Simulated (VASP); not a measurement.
# CsGeBr3 (R3m) in VASP: single point with LDA

Aim: the single point of CsGeBr3 with LDA.

Program: VASP 6.6.1. These are calculated values, not measurements. Logs are shortened: lines on timing, memory, paths and dates and some standing lists are left out, and cuts for length are marked.

**1. The cell of the first run**

It takes space group R3m (No. 160, trigonal). Conventional cell: a = 7.939 Å, b = 7.939 Å, c = 10.005 Å, α = 90.00°, β = 90.00°, γ = 120.00°. Cs (site symmetry 3m) has 12 Br at 3.97 to 4.09 Å and 7 Ge at 4.76 to 4.97 Å within 5.2 Å. Ge (site symmetry 3m) has 6 Br at 2.55 to 3.14 Å within 3.4 Å. Within 3.4 Å of Br (site symmetry m) lie 2 Ge at 2.55 to 3.14 Å.

**2. Single point, LDA**

INCAR

```
SYSTEM = CsGeBr3
ALGO = Normal
EDIFF = 1E-6
ENCUT = 520
GGA = CA
ISIF = 2
ISMEAR = 0
LASPH = .TRUE.
LCHARG = .FALSE.
LREAL = .FALSE.
LWAVE = .FALSE.
NBANDS = 30
NELM = 100
PREC = Accurate
SIGMA = 0.1
```

KPOINTS

```
k-points
0
G
  3 3 3
  0 0 0
```

POSCAR

```
CsGeBr3
1.0
    3.9692828316      2.2916665113      3.3349688208
   -3.9692828316      2.2916665113      3.3349688208
    0.0000000000     -4.5833330226      3.3349688208
Cs Ge Br
1 1 3
Direct
    0.0013040400      0.0013040400      0.0013040400
    0.4770829100      0.4770829100      0.4770829100
    0.0286681300      0.5054724600      0.5054724600
    0.5054724600      0.5054724600      0.0286681300
    0.5054724600      0.0286681300      0.5054724600
```

Potentials or basis: VASP PAW LDA potentials, release 64 (Cs_sv, Ge_d, Br).

The run is started by

```bash
> cat potpaw_LDA.64/Cs_sv/POTCAR potpaw_LDA.64/Ge_d/POTCAR potpaw_LDA.64/Br/POTCAR > POTCAR
> mpirun -np 1 vasp_std > vasp.out
```

OUTCAR:

```text
SYSTEM = CsGeBr3
   EDIFF = 1E-6
   ENCUT = 520
   GGA = CA
   ISIF = 2
   ISMEAR = 0
   LASPH = .TRUE.
   LREAL = .FALSE.
   NELM = 100
   PREC = Accurate

 ion  position               nearest neighbor table
   1  0.001  0.001  0.001-
   2  0.477  0.477  0.477-   4 2.55   3 2.55   5 2.55
   3  0.029  0.505  0.505-   2 2.55
   4  0.505  0.505  0.029-   2 2.55
   5  0.505  0.029  0.505-   2 2.55

  LATTYP: Found a trigonal (rhomboedric) cell.
 ALAT       =     5.6682412292
 COS(alpha) =     0.0192519852

  Lattice vectors:

 A1 = (   3.9692828316,   2.2916665113,   3.3349688208)
 A2 = (  -3.9692828316,   2.2916665113,   3.3349688208)
 A3 = (   0.0000000000,  -4.5833330226,   3.3349688208)

Analysis of symmetry for initial positions (statically):
=====================================================================
 Subroutine PRICEL returns:
 Original cell was already a primitive cell.

 Routine SETGRP: Setting up the symmetry group for a
 trigonal (rhombohedral) supercell.

 Subroutine GETGRP returns: Found  6 space group operations
 (whereof  6 operations were pure point group operations)
 out of a pool of 12 trial point group operations.

The static configuration has the point symmetry C_3v.

Analysis of symmetry for dynamics (positions and initial velocities):
=====================================================================
 Subroutine PRICEL returns:
 Original cell was already a primitive cell.

 Routine SETGRP: Setting up the symmetry group for a
 trigonal (rhombohedral) supercell.

 Subroutine GETGRP returns: Found  6 space group operations
 (whereof  6 operations were pure point group operations)
 out of a pool of 12 trial point group operations.

The dynamic configuration has the point symmetry C_3v.

 Subroutine INISYM returns: Found  6 space group operations
 (whereof  6 operations are pure point group operations),
 and found     1 'primitive' translations

----------------------------------------------------------------------------------------

                                     Primitive cell

  volume of cell :     182.0147

  direct lattice vectors                    reciprocal lattice vectors
     3.969282832  2.291666511  3.334968821     0.125967340  0.072727278  0.099950959
    -3.969282832  2.291666511  3.334968821    -0.125967340  0.072727278  0.099950959
     0.000000000 -4.583333023  3.334968821     0.000000000 -0.145454555  0.099950959

  length of vectors
     5.668241229  5.668241229  5.668241229     0.176485756  0.176485756  0.176485756

  position of ions in fractional coordinates (direct lattice)
     0.001304040  0.001304040  0.001304040
     0.477082910  0.477082910  0.477082910
     0.028668130  0.505472460  0.505472460
     0.505472460  0.505472460  0.028668130
     0.505472460  0.028668130  0.505472460

  ion indices of the primitive-cell ions
   primitive index   ion index
                 1           1
                 2           2
                 3           3
                 4           4
                 5           5

----------------------------------------------------------------------------------------

 KPOINTS: k-points

Automatic generation of k-mesh.
 Grid dimensions read from file:
 generate k-points for:    3    3    3

 Generating k-lattice:

  Cartesian coordinates                     Fractional coordinates (reciprocal lattice)
     0.041989113  0.024242426  0.033316986     0.333333333 -0.000000000 -0.000000000
    -0.041989113  0.024242426  0.033316986    -0.000000000  0.333333333 -0.000000000
     0.000000000 -0.048484852  0.033316986    -0.000000000 -0.000000000  0.333333333

  Length of vectors
     0.058828585  0.058828585  0.058828585

  Shift w.r.t. Gamma in fractional coordinates (k-lattice)
     0.000000000  0.000000000  0.000000000

 Subroutine IBZKPT returns following result:
 ===========================================

 Found      6 irreducible k-points:

 Following reciprocal coordinates:
            Coordinates               Weight
  0.000000  0.000000  0.000000      1.000000
  0.333333  0.000000 -0.000000      6.000000
  0.333333  0.333333 -0.000000      6.000000
 -0.333333  0.333333  0.000000      6.000000
  0.333333  0.333333  0.333333      2.000000
 -0.333333  0.333333  0.333333      6.000000
   k-points           NKPTS =      6   k-points in BZ     NKDIM =      6   number of bands    NBANDS=     30
   number of dos      NEDOS =    301   number of ions     NIONS =      5
   total plane-waves  NPLWV =  74088
   dimension x,y,z NGX =    42 NGY =   42 NGZ =   42
   dimension x,y,z NGXF=    84 NGYF=   84 NGZF=   84
   ions per type =               1   1   3
   NGX,Y,Z   is equivalent  to a cutoff of  12.32, 12.32, 12.32 a.u.
   NGXF,Y,Z  is equivalent  to a cutoff of  24.64, 24.64, 24.64 a.u.
 SYSTEM =  CsGeBr3
   PREC   = accura    normal or accurate (medium, high low for compatibility)
   ISTART =      0    job   : 0-new  1-cont  2-samecut
   ICHARG =      2    charge: 1-file 2-atom 10-const
   ISPIN  =      1    spin polarized calculation?
   LNONCOLLINEAR =      F non collinear calculations
   LSORBIT =      F    spin-orbit coupling
   LASPH  =      T    aspherical Exc in radial PAW
   ENCUT  =  520.0 eV  38.22 Ry    6.18 a.u.  10.54 10.54 10.54*2*pi/ulx,y,z
   NELM   =    100;   NELMIN=  2; NELMDL= -5     # of ELM steps
   EDIFF  = 0.1E-05   stopping-criterion for ELM
   LREAL  =      F    real-space projection
   EDIFFG = 0.1E-04   stopping-criterion for IOM
   NSW    =      0    number of steps for IOM
   IBRION =     -1    ionic relax: 0-MD 1-quasi-New 2-CG
   NFREE  =      0    steps in history (QN), initial steepest desc. (CG)
   ISIF   =      2    stress and relaxation
   ISYM   =      2    0-nonsym 1-usesym 2-fastsym
   POTIM  = 0.5000    time-step for ionic-motion
   TEBEG  =    0.0;   TEEND  =   0.0 temperature during run
   PSTRESS=    0.0 pullay stress
   NELECT =      44.0000    total number of electrons
   NUPDOWN=      -1.0000    fix difference up-down
   EMIN   =  10.00;   EMAX   =-10.00  energy-range for DOS
   EFERMI =   0.00;   METHOD = LEGACY
   ISMEAR =     0;   SIGMA  =   0.10  broadening in eV -4-tet -1-fermi 0-gaus
   EFERMI_NEDOS =   21; number of points for ismear=-14 and -15
   IALGO  =     38    algorithm
   IMIX   =      4    mixing-type and parameters
     AMIX     =   0.40;   BMIX     =  1.00
     AMIX_MAG =   1.60;   BMIX_MAG =  1.00
  volume/ion in A,a.u.               =      36.40       245.66
  Fermi-wavevector in a.u.,A,eV,Ry     =   1.019820  1.927181 14.150508  1.040033
  Thomas-Fermi vector in A             =   2.153355
   LORBIT       =      0    0 simple, 1 ext, 2 COOP (PROOUT), +10 PAW based schemes
   GGA     = CA    functional components
   LHFCALC =     F    Hartree Fock is set to
   AEXX    =    0.0000 exact exchange contribution
   IVDW    =     0    specifies the selected vdW correction
   LEPSILON=     F    determine dielectric tensor
   LRPA    =     F    only Hartree local field effects (RPA)
 non-spin polarized calculation
 Gauss-broadening in eV      SIGMA  =   0.10
  energy-cutoff  :      520.00
  volume of cell :      182.01
 maximum number of plane-waves:      4915
 NGX is ok and might be reduce to    42
   NGX = 21   NGY = 21   NGZ = 21

 number of electron      43.9999982 magnetization

 Free energy of the ion-electron system (eV)
  ---------------------------------------------------
  ext. energy  EPLUGINS =         0.00000000
  ---------------------------------------------------
  free energy    TOTEN  =       -18.14315335 eV

  energy without entropy =      -18.14315335  energy(sigma->0) =      -18.14315335

 E-fermi :   0.5585     XC(G=0):  -8.3054

 val. band max:        0.0566576280   @ k =  -0.3333   0.3333   0.3333
 cond. band min:       3.3927625171   @ k =  -0.3333   0.3333   0.3333
 fundamental gap:      3.3361048890
 Fermi energy:         0.5585270024

 k-point     1 :       0.0000    0.0000    0.0000
  band No.  band energies     occupation
      1     -23.7597      2.00000
      2     -23.7597      2.00000
      3     -23.7379      2.00000
      4     -23.7379      2.00000
      5     -23.7275      2.00000
      6     -20.1399      2.00000
[... 22 lines left out ...]
     29       6.6661      0.00000
     30       6.6679      0.00000

 k-point     2 :       0.3333    0.0000   -0.0000
  band No.  band energies     occupation
      1     -23.7597      2.00000
      2     -23.7592      2.00000
      3     -23.7379      2.00000
      4     -23.7378      2.00000
      5     -23.7275      2.00000
      6     -20.1382      2.00000
[... 22 lines left out ...]
     29       6.3166      0.00000
     30       6.9156      0.00000

 k-point     3 :       0.3333    0.3333   -0.0000
  band No.  band energies     occupation
      1     -23.7595      2.00000
      2     -23.7590      2.00000
      3     -23.7379      2.00000
      4     -23.7377      2.00000
      5     -23.7275      2.00000
      6     -20.1367      2.00000
[... 22 lines left out ...]
     29       6.8678      0.00000
     30       7.0579      0.00000

 k-point     4 :      -0.3333    0.3333    0.0000
  band No.  band energies     occupation
      1     -23.7595      2.00000
      2     -23.7590      2.00000
      3     -23.7379      2.00000
      4     -23.7377      2.00000
      5     -23.7275      2.00000
      6     -20.1366      2.00000
[... 22 lines left out ...]
     29       6.7621      0.00000
     30       7.1515      0.00000

 k-point     5 :       0.3333    0.3333    0.3333
  band No.  band energies     occupation
      1     -23.7590      2.00000
      2     -23.7590      2.00000
      3     -23.7378      2.00000
      4     -23.7378      2.00000
      5     -23.7275      2.00000
      6     -20.1354      2.00000
[... 22 lines left out ...]
     29       6.7525      0.00000
     30       7.2086      0.00000

 k-point     6 :      -0.3333    0.3333    0.3333
  band No.  band energies     occupation
      1     -23.7590      2.00000
      2     -23.7590      2.00000
      3     -23.7378      2.00000
      4     -23.7378      2.00000
      5     -23.7275      2.00000
      6     -20.1353      2.00000
[... 22 lines left out ...]
     29       6.8336      0.00000
     30       7.3200      0.00000

------------------------ aborting loop because EDIFF is reached ----------------------------------------

  FORCE on cell =-STRESS in cart. coord.  units (eV):
  Direction    XX          YY          ZZ          XY          YZ          ZX
  --------------------------------------------------------------------------------------
  -------------------------------------------------------------------------------------
  Total       -2.4214098     -2.4214098     -2.4058051      0.0000000      0.0000000      0.0000000
  in kB      -21.3143646    -21.3143646    -21.1770045      0.0000000      0.0000000      0.0000000
  external PRESSURE =     -21.2685779 kB  Pullay stress =       0.0000000 kB

 VOLUME and BASIS-vectors are now :
 -----------------------------------------------------------------------------
  energy-cutoff  :      520.00
  volume of cell :      182.01
      direct lattice vectors                 reciprocal lattice vectors
     3.969282832  2.291666511  3.334968821     0.125967340  0.072727278  0.099950959
    -3.969282832  2.291666511  3.334968821    -0.125967340  0.072727278  0.099950959
     0.000000000 -4.583333023  3.334968821     0.000000000 -0.145454555  0.099950959

 POSITION                                       TOTAL-FORCE (eV/Angst)
 -----------------------------------------------------------------------------------
      0.00000      0.00000      0.01305         0.000000      0.000000     -0.006362
      0.00000      0.00000      4.77317         0.000000      0.000000      0.231995
     -1.89257     -1.09268      3.46708        -0.069698     -0.040240     -0.075211
      0.00000      2.18535      3.46708         0.000000      0.080480     -0.075211
      1.89257     -1.09268      3.46708         0.069698     -0.040240     -0.075211
 -----------------------------------------------------------------------------------
    total drift:                                0.000000     -0.000000      0.001134

  FREE ENERGIE OF THE ION-ELECTRON SYSTEM (eV)
  ---------------------------------------------------
  free  energy   TOTEN  =       -18.1431533514 eV

  energy  without entropy=      -18.1431533514  energy(sigma->0) =      -18.14315335
```

Run time: 13 s. Hardware: 1 thread of Intel Xeon 6975P-C (Granite Rapids), shared host; peak memory 0.21 GiB.

Results:

```
Free energy            : -18.1432 eV
Pressure               : -2.1 GPa
Largest force          : 0.232 eV/Å
Band gap on the k mesh : 3.34 eV, direct
```

Forces on the atoms (eV/Å):
```
Cs   0.000  0.000 -0.006
Ge   0.000  0.000  0.232
Br  -0.070 -0.040 -0.075
Br   0.000  0.080 -0.075
Br   0.070 -0.040 -0.075
```

Levels at points of the mesh, in eV from the valence-band top:
```csv
k point,band 18,band 19,band 20,band 21,band 22,band 23,band 24,band 25,band 26,band 27
"(0.00, 0.00, 0.00)",-1.29,-1.15,-1.02,-1.02,-0.97,3.89,4.84,4.84,5.18,5.51
```

Caveat: spin-orbit coupling is left out, which moves the levels of the heavy elements.
